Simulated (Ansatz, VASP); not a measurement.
**Two plane-wave programs on Si3Ge**

```
Si Ge
1.0
     1.66267   -2.22481    0.00000
     1.66267    2.22481    0.00000
     0.00000    0.00000    9.04510
Si Ge
3 1
Direct
  0.50000 0.50000 0.74332
  0.00000 0.00000 0.50000
  0.50000 0.50000 0.25668
  0.00000 0.00000 0.00000
```

Change from the starting cell: species swapped into the Nb3In type (Cmmm, No. 65).

Alike in both runs: task relaxation of cell and atoms; functional PBE; k mesh 6 × 6 × 2; occupations gaussian, width 0.1 eV; no spin polarisation.

|  | VASP | Ansatz |
| --- | --- | --- |
| version | VASP 6.6.1 | Ansatz 0.2.0 |
| potentials or method | VASP PAW PBE potentials, release 64 (Si, Ge_d), cutoff 600 eV | scalar-relativistic, plane waves, PAW |
| valence electrons in the cell | 26 | 26 |

|  | VASP | Ansatz | Ansatz less VASP |
| --- | --- | --- | --- |
| gap on the k mesh at the Fermi level, each at its own relaxed structure (eV) | none | none | - |
| relaxed volume (Å³/atom) | 15.80 | 15.75 | -0.050 |
| relaxed length of the cell vector where the two differ most in proportion (Å) | 9.399 | 9.386 | -0.0125 |

A gap of «none» marks a metal or a gap that the smearing closes.

The k mesh is coarse, so the values compare programs but aren't converged.
